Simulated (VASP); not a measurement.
A run of VASP 6.6.1:

File INCAR:

```
PREC     = Accurate       # precision mode
ENCUT    = 520            # plane-wave cutoff, eV
EDIFF    = 1E-8           # SCF threshold, eV
ISMEAR   = -1             # smearing method
SIGMA    = 0.03           # smearing width, eV
LREAL    = False          # projectors in reciprocal space
LASPH    = True           # aspherical terms in the spheres
NELM     = 100            # most SCF steps
ALGO     = Normal         # electronic algorithm
ISIF     = 2              # what is computed and relaxed
LWAVE    = False          # write WAVECAR
LCHARG   = False          # write CHGCAR
LEFG     = True         
NBANDS   = 21             # bands
```

KPOINTS

```
Automatic mesh
0
Gamma
  14 14 8
```

POSCAR

```
Ru
1.0
    2.7057993342      0.0000000000      0.0000000000
   -1.3528996671      2.3432909610      0.0000000000
    0.0000000000      0.0000000000      4.2819000000
Ru
2
Direct
    0.3333333333      0.6666666667      0.2500000000
    0.6666666667      0.3333333333      0.7500000000
```

Potentials or basis: VASP PAW LDA potentials, release 64 (Ru_pv).

The run is started by

```sh
$ cat potpaw_LDA.64/Ru_pv/POTCAR > POTCAR
$ mpirun -np 1 vasp_std > vasp.out
```

Hardware: 1 thread of AMD EPYC 9R45 96-Core Processor (Zen 5), on a shared host.

Question: How long does it take, and how much memory?

Answer: Run time: 22 s on 1 thread of AMD EPYC 9R45 96-Core Processor (Zen 5), with other jobs on the host, peak memory 0.13 GiB. Counts: scf iterations 13, k points 120.
